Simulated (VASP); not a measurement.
Runs of VASP 6.6.1 on CdSe. The structure is that of space group P6_3mc (No. 186), or close to it. The cells are those of the table. 

```csv
cell,gap on the mesh (eV),pressure (GPa),largest force (eV/Å)
"a = 4.412, b = 4.412, c = 7.202 Å, angles 90.0, 90.0, 120.0°, 4 atoms",0.53,-0.5,0.22
"a = 4.466, b = 4.466, c = 7.290 Å, angles 90.0, 90.0, 120.0°, 4 atoms",0.44,(b),0.19
"a = 4.357, b = 4.357, c = 7.112 Å, angles 90.0, 90.0, 120.0°, 4 atoms",0.62,1.2,0.25
"a = 4.121, b = 4.121, c = 6.727 Å, angles 90.0, 90.0, 120.0°, 4 atoms",(a),13.4,0.45
"a = 4.182, b = 4.182, c = 6.828 Å, angles 90.0, 90.0, 120.0°, 4 atoms",0.88,9.3,0.39
```

Alike in all rows: task single point; level PBE; potentials or basis VASP PAW PBE potentials, release 64 (Cd, Se); no spin polarisation; k mesh 6 × 6 × 4; cutoff (eV) 500; smearing fermi-dirac 0.05 eV.

Estimate the missing entries.

(a) 0.97; (b) -1.9.

Caveats: the cell stands under pressure (at least some runs).

A k mesh can miss the band edges, and the runs leave out spin-orbit coupling on Cd, Se.
